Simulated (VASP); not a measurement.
Write the native input for VASP 6.6.1 that does the following.

```
Task                   : single point
Functional             : PBE
Potentials or basis    : VASP PAW PBE potentials, release 64 (Rb_sv, Br)
Cutoff                 : 520 eV
k mesh                 : 7 × 7 × 7
Occupations            : fermi-dirac, width 0.05 eV
Spin                   : no spin polarisation
Dipole correction      : no
Further INCAR settings : ALGO = Normal; EDIFF = 1e-07; NBANDS = 15
```

The structure of RbBr lies in POSCAR:

```
RbBr
1.0
    0.0000000000      3.3570415946      3.3570415946
    3.3570415946      0.0000000000      3.3570415946
    3.3570415946      3.3570415946      0.0000000000
Rb Br
1 1
Direct
    0.0000000000      0.0000000000      0.0000000000
    0.5000000000      0.5000000000      0.5000000000
```

These files were run (other wordings do the same):

INCAR

```
SYSTEM = RbBr
  PREC = Accurate
  ENCUT = 520
  EDIFF = 1E-7
  ISMEAR = -1
  SIGMA = 0.05
  LREAL = .FALSE.
  LASPH = .TRUE.
  NELM = 80
  ALGO = Normal
  ISIF = 2
  LWAVE = .FALSE.
  LCHARG = .FALSE.
  GGA = PE
  NBANDS = 15
```

KPOINTS

```
Automatic mesh
0
G
  7 7 7
  0 0 0
```

Potentials or basis: VASP PAW PBE potentials, release 64 (Rb_sv, Br).

Run with:

```bash
$ cat potpaw_PBE.64/Rb_sv/POTCAR potpaw_PBE.64/Br/POTCAR > POTCAR
$ mpirun -np 1 vasp_std > vasp.out
```

It gave:

```yaml
Pressure: 2.2 GPa
Band_gap_on_the_k_mesh: 4.53 eV
```

It took 44 s on 1 thread of Intel Xeon 8259CL (shared host), peak memory 0.21 GiB.
